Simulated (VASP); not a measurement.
**BaTiO3: single point with PBE**

BaTiO3:

```xyz
5
Lattice="4.0501 0.0000 0.0000 0.0114 4.0501 0.0000 0.0114 0.0114 4.0500" Properties=species:S:1:pos:R:3 pbc="T T T"
Ba    0.0000    0.0000    0.0000
Ti    1.9843    1.9787    1.9732
O     2.0752    2.0694    0.0782
O     0.0898    2.0750    2.0692
O     2.0752    0.0840    2.0692
```

```yaml
Program: VASP 6.6.1
Task: single point
Functional: PBE
Potentials_or_basis: VASP PAW PBE potentials, release 64 (Ba_sv, Ti_sv, O)
Cutoff: 520 eV
k_mesh: 5 × 5 × 5
Occupations: fermi-dirac, width 0.1 eV
Spin: no spin polarisation
```

```yaml
Pressure: 0.8 GPa
Largest_force: 0.227 eV/Å
Band_gap_on_the_k_mesh: 2.38 eV, indirect (least direct gap 2.68 eV)
```

Forces in eV/Å, atoms in the order of the input:
```
Ba  -0.017 -0.017 -0.017
Ti  -0.131 -0.131 -0.131
O    0.014  0.014  0.120
O    0.120  0.014  0.014
O    0.014  0.120  0.014
```

Levels at points of the mesh, in eV from the valence-band top:
| k point | band 17 | band 18 | band 19 | band 20 | band 21 | band 22 | band 23 | band 24 |
| --- | --- | --- | --- | --- | --- | --- | --- | --- |
| (0.00, 0.00, 0.00) | -0.91 | -0.43 | -0.31 | -0.31 | 2.38 | 2.38 | 2.50 | 4.33 |

Wall time 31 s on 1 thread of Intel(R) Xeon(R) Platinum 8375C CPU @ 2.90GHz (Ice Lake) (shared host), peak memory 0.19 GiB.

Caveat: spin-orbit coupling is left out, which moves the levels of the heavy elements. PBE gaps usually lie below the measured ones, often by a third to a half.
